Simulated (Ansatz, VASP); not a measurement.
# Two plane-wave programs on SrO

```
Sr O
1.0
     0.00000    2.67259    2.46701
     2.67259    0.00000    2.46701
     2.67259    2.67259    0.00000
Sr O
1 1
Direct
  0.00000 0.00000 0.00000
  0.50000 0.50000 0.50000
```

Change from the starting cell: strain +0.040 along x and y, -0.040 along z, atoms carried along.

Alike in both runs: task single point; functional r2SCAN; k mesh 8 × 8 × 8; occupations gaussian, width 0.05 eV; no spin polarisation.

```csv
,VASP,Ansatz
version,VASP 6.6.1,Ansatz 0.2.0
potentials or method,"VASP PAW PBE potentials, release 64 (Sr_sv, O), cutoff 520 eV","scalar-relativistic, plane waves, PAW"
valence electrons in the cell,16,16
```

```tsv
	VASP	Ansatz	Ansatz less VASP
gap on the k mesh at the Fermi level (eV)	3.35	3.40	+0.054
least direct gap on the mesh (eV)	3.69	3.72	+0.024
pressure (GPa)	-0.4	-1.0	-0.52
traceless stress, the component that is largest in VASP (GPa)	7.73	7.32	-0.403
```

VASP's potentials were made for PBE, not for r2SCAN. The functional is the same, so the differences come from potentials, cutoffs and numerics.
